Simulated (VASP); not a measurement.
O: single point with r2SCAN+D3(BJ)

The system is O.

```
CELL_PARAMETERS angstrom
1.80661 0.00000 0.00000
0.00000 1.80661 0.00000
0.00000 0.00000 3.10639
ATOMIC_POSITIONS crystal
O 0.00000 0.00000 0.00000
```

```yaml
Program: VASP 6.6.1
Task: single point
Functional: r2SCAN
Dispersion: D3(BJ)
Potentials_or_basis: VASP PAW PBE potentials, release 64 (O)
Cutoff: 520 eV
k_mesh: 16 × 16 × 9
Occupations: methfessel-paxton, width 0.02 eV
Spin: no spin polarisation
```

```yaml
Pressure: -7.1 GPa
Band_gap_on_the_k_mesh: zero (band 3 reaches 3.51 eV, above the bottom of band 4 at -1.73 eV)
Dispersion_energy_per_atom: -0.039 eV
```

Stress tensor (GPa, compression positive):
```
-10.11   0.00   0.00
  0.00 -10.11   0.00
  0.00   0.00  -1.03
```

Levels at points of the mesh, in eV from the Fermi level:
```tsv
k point	band 1	band 2	band 3	band 4	band 5	band 6	band 7	band 8
(0.00, 0.00, 0.00)	-23.51	-4.51	3.88	3.88	9.12	28.59	30.46	34.92
(0.50, 0.00, 0.00)	-18.15	-8.90	-1.22	5.33	19.71	20.14	22.55	38.79
(0.50, 0.50, 0.00)	-13.21	-5.42	-5.42	1.20	18.06	30.91	30.91	31.06
```

Wall time 60 s on 1 thread of Intel(R) Xeon(R) Platinum 8124M CPU @ 3.00GHz (Skylake/Cascade Lake) (shared host), peak memory 0.13 GiB.

Caveat: three body term missing; the PAW data sets were made with another functional, which shifts forces and pressure a little; pairwise dispersion overbinds metals, which lowers pressure and volume.
